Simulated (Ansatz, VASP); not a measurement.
## In3GaP2: VASP beside Ansatz

Contents of INCAR:

```
  PREC = Accurate
  ENCUT = 600
  EDIFF = 1E-6
  ISMEAR = 0
  SIGMA = 0.1
  LREAL = F
  LASPH = T
  NELM = 80
  ALGO = Normal
  ISIF = 3
  LWAVE = F
  LCHARG = F
  GGA = PE
  IBRION = 2
  NSW = 90
  EDIFFG = -0.04
```

File KPOINTS:

```
regular mesh
0
Gamma
  3 3 4
```

File POSCAR:

```
In3GaP2
1.0
    6.1751448800      0.0000000000      0.0000000000
   -3.0875724400      5.3478323400      0.0000000000
    0.0000000000      0.0000000000      4.9674010200
In Ga P
3 1 2
Direct
    0.5000000000      0.0000000000      0.0000000000
    0.0000000000      0.5000000000      0.0000000000
    0.5000000000      0.5000000000      0.0000000000
    0.0000000000      0.0000000000      0.0000000000
    0.3333333300      0.6666666700      0.0000000000
    0.6666666700      0.3333333300      0.0000000000
```

Input for Ansatz:

```yaml
crystal:
  lattice:
    - [6.17514488, 0.0, 0.0]
    - [-3.08757244, 5.34783234, 0.0]
    - [0.0, 0.0, 4.96740102]
  atoms:
    - { symbol: In, position: [0.5, 0.0, 0.0] }
    - { symbol: In, position: [0.0, 0.5, 0.0] }
    - { symbol: In, position: [0.5, 0.5, 0.0] }
    - { symbol: Ga, position: [0.0, 0.0, 0.0] }
    - { symbol: P, position: [0.33333333, 0.66666667, 0.0] }
    - { symbol: P, position: [0.66666667, 0.33333333, 0.0] }
basis:
  ecutwfc: 420
kpoints:
  mp_grid: { grid: [3, 3, 4] }
hamiltonian:
  xc: pbe
scf:
  occupations: { method: gaussian, width: 0.1 }
  lower_state_search: "off"
output:
  forces: true
  stress: true
  eigenvalues: true
relax:
  adjacent_minimum: "off"
  f_tol: 0.04
  max_steps: 70
  cell: { stress_tol: 0.4 }
```

Alike in both runs: task relaxation of cell and atoms; functional PBE; k mesh 3 × 3 × 4; occupations gaussian, width 0.1 eV; no spin polarisation.

|  | VASP | Ansatz |
| --- | --- | --- |
| version | VASP 6.6.1 | Ansatz 0.2.0 |
| potentials or method | VASP PAW PBE potentials, release 64 (In_d, Ga_d, P), cutoff 600 eV | scalar-relativistic, plane waves, PAW |
| valence electrons in the cell | 62 | 62 |

Ansatz gave:

```
gap on the k mesh at the Fermi level, each at its own relaxed structure (eV) : none
relaxed volume (Å³/atom)                                                     : 32.84
relaxed cell length with the largest relative difference (Å)                 : 2.984
```

Question: What did VASP give for the same quantities?

Answer: gap on the k mesh at the Fermi level, each at its own relaxed structure (eV): none; relaxed volume (Å³/atom): 52.25; relaxed cell length with the largest relative difference (Å): 4.946.

A gap of «none» marks a metal or a gap that the smearing closes. One of these differences is far larger than is usual between the two programs; its cause wasn't traced.

The k mesh is coarse, so the values compare programs but aren't converged. Noted on VASP's run: the volume moved by over 15 % at a fixed basis, so the end points are rough.
